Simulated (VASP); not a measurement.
LiAuBr2:

```
Li Au Br
1.0
     1.96530    1.13467    6.41864
    -1.96530    1.13467    6.41864
     0.00000   -2.26933    6.41864
Li Au Br
1 1 2
Direct
  0.50000 0.50000 0.50000
  0.00000 0.00000 0.00000
  0.75000 0.75000 0.75000
  0.25000 0.25000 0.25000
```

```yaml
Program: VASP 6.6.1
Task: relaxation of cell and atoms
Functional: PBEsol
Potentials_or_basis: VASP PAW PBE potentials, release 64 (Li_sv, Au, Br)
Cutoff: 600 eV
k_mesh: 9 × 9 × 9
Occupations: gaussian, width 0.02 eV
Spin: no spin polarisation
```

At the start: pressure 1.6 GPa; volume 21.47 Å³/atom.

How do energy, volume and symmetry change on relaxing?

Over 14 steps the energy falls by 10.7 meV/atom and the volume is 21.80 Å³/atom (+1.5 %); space group R-3m (No. 166, to 0.1 Å) before and after.

Step by step:
| step | energy change (eV) | largest force (eV/Å) | pressure (GPa) | volume (Å³) |
| --- | --- | --- | --- | --- |
| 1 | 0.0000 | 0.3726 | 1.60 | 85.88 |
| 2 | -0.0249 | 0.1513 | -0.19 | 88.56 |
| 3 | -0.0254 | 0.1176 | -0.46 | 89.02 |
| 4 | -0.0314 | 0.0891 | -0.36 | 88.58 |
| 5 | -0.0399 | 0.0228 | -0.11 | 87.59 |
| 6 | -0.0355 | 0.1258 | 0.51 | 85.56 |
| 7 | -0.0417 | 0.0220 | 0.09 | 86.90 |
| 8 | -0.0417 | 0.0252 | 0.11 | 86.86 |
| 9 | -0.0421 | 0.0334 | -0.03 | 87.13 |
| 10 | -0.0422 | 0.0385 | -0.12 | 87.30 |
| 11 | -0.0425 | 0.0275 | -0.08 | 87.25 |
| 12 | -0.0427 | 0.0097 | 0.00 | 87.16 |
| 13 | -0.0427 | 0.0053 | 0.02 | 87.14 |
| 14 | -0.0427 | 0.0041 | 0.00 | 87.18 |

Final structure:
```
Li Au Br
1.0
     2.02117    1.16692    6.16061
    -2.02117    1.16692    6.16061
     0.00000   -2.33385    6.16061
Li Au Br
1 1 2
Direct
  0.50000 0.50000 0.50000
  0.00000 0.00000 0.00000
  0.75273 0.75273 0.75273
  0.24727 0.24727 0.24727
```

Caveat: the cutoff is under 1.25 times the usual one of these potentials, so pressure, stress and relaxed cells hold a basis-set (Pulay) error; the PAW data sets were made with another functional, which shifts forces and pressure a little.
